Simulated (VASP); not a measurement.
A run of VASP 6.6.1:

Contents of INCAR:

```
SYSTEM = TiC
  PREC = Accurate
  ENCUT = 520
  EDIFF = 1E-6
  ISMEAR = 0
  SIGMA = 0.15
  LREAL = .False.
  LASPH = .True.
  NELM = 60
  ALGO = Normal
  ISIF = 2
  LWAVE = .False.
  LCHARG = .False.
  GGA = PS
  NBANDS = 15
```

Contents of KPOINTS:

```
Automatic mesh
0
Gamma
  18 18 18
  0 0 0
```

POSCAR

```
TiC
1.0
    0.0000000000      2.1964600000      2.1315400000
    2.1964600000      0.0000000000      2.1315400000
    2.1964600000      2.1964600000      0.0000000000
Ti C
1 1
Direct
    0.0000000000      0.0000000000      0.0000000000
    0.5000000000      0.5000000000      0.5000000000
```

Potentials or basis: VASP PAW PBE potentials, release 64 (Ti_sv, C).

The run is started by

```bash
$ cat potpaw_PBE.64/Ti_sv/POTCAR potpaw_PBE.64/C/POTCAR > POTCAR
$ mpirun -np 1 vasp_std > vasp.out
```

Hardware: 1 thread of Intel Xeon 8259CL, with other jobs on the host.

Task: Estimate the wall time of this run.

Result: Run time: 3.3 min on 1 thread of Intel Xeon 8259CL (shared host), peak memory 0.26 GiB. Counts: scf iterations 14, k points 480.
